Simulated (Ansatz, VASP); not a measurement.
PbF2: VASP beside Ansatz

The input POSCAR:

```
PbF2
1.0
    0.0000000000      2.6459687553      3.7413998199
    2.6459687553      0.0000000000      3.7413998199
    2.6459687553      2.6459687553      0.0000000000
Pb F
1 2
Direct
    0.0000000000      0.0000000000      0.0000000000
    0.2500000000      0.2500000000      0.2500000000
    0.7500000000      0.7500000000      0.7500000000
```

INCAR.step1

```
ALGO     = Normal         # electronic algorithm
EDIFF    = 1E-4           # SCF threshold, eV
ENCUT    = 520            # plane-wave cutoff, eV
GGA      = PE             # functional
ISMEAR   = 0              # smearing method
LASPH    = True           # aspherical terms in the spheres
LCHARG   = False          # write CHGCAR
LREAL    = False          # projectors in reciprocal space
LWAVE    = True           # write WAVECAR
NBANDS   = 21             # bands
NELM     = 100            # most SCF steps
PREC     = Accurate       # precision mode
SIGMA    = 0.05           # smearing width, eV
```

INCAR.step2

```
ALGO     = Normal         # electronic algorithm
EDIFF    = 1E-7           # SCF threshold, eV
ENCUT    = 520            # plane-wave cutoff, eV
ISIF     = 2              # what is computed and relaxed
ISMEAR   = 0              # smearing method
ISTART   = 1            
LASPH    = True           # aspherical terms in the spheres
LCHARG   = False          # write CHGCAR
LMIXTAU  = True         
LREAL    = False          # projectors in reciprocal space
LWAVE    = False          # write WAVECAR
METAGGA  = R2SCAN         # meta-GGA
NBANDS   = 21             # bands
NELM     = 100            # most SCF steps
PREC     = Accurate       # precision mode
SIGMA    = 0.05           # smearing width, eV
```

Contents of KPOINTS:

```
k-points
0
Gamma
  8 8 8
```

Input for Ansatz:

```yaml
crystal:
  lattice:
    - [0.0, 2.6459687553, 3.7413998199]
    - [2.6459687553, 0.0, 3.7413998199]
    - [2.6459687553, 2.6459687553, 0.0]
  atoms:
    - { symbol: Pb, position: [0.0, 0.0, 0.0] }
    - { symbol: F, position: [0.25, 0.25, 0.25] }
    - { symbol: F, position: [0.75, 0.75, 0.75] }
basis:
  ecutwfc: 500
kpoints:
  mp_grid: { grid: [8, 8, 8] }
hamiltonian:
  xc: r2scan
scf:
  occupations: { method: gaussian, width: 0.05 }
output:
  forces: true
  stress: true
  eigenvalues: true
```

Alike in both runs: task single point; functional r2SCAN; k mesh 8 × 8 × 8; occupations gaussian, width 0.05 eV; no spin polarisation.

|  | VASP | Ansatz |
| --- | --- | --- |
| version | VASP 6.6.1 | Ansatz 0.2.0 |
| potentials or method | VASP PAW PBE potentials, release 64 (Pb_d, F), cutoff 520 eV | scalar-relativistic, plane waves, PAW |
| valence electrons in the cell | 28 | 28 |

VASP gave:

```
gap on the k mesh at the Fermi level (eV)                     : 3.13
least direct gap on the mesh (eV)                             : 3.78
pressure (GPa)                                                : -4.5
traceless stress, the component that is largest in VASP (GPa) : -18.49
```

Estimate Ansatz's values.

gap on the k mesh at the Fermi level (eV): 3.13; least direct gap on the mesh (eV): 3.80; pressure (GPa): -4.3; traceless stress, the component that is largest in VASP (GPa): -18.53.

VASP's potentials were made for PBE, not for r2SCAN. The functional is the same, so the differences come from potentials, cutoffs and numerics.

Spin-orbit coupling is off throughout.
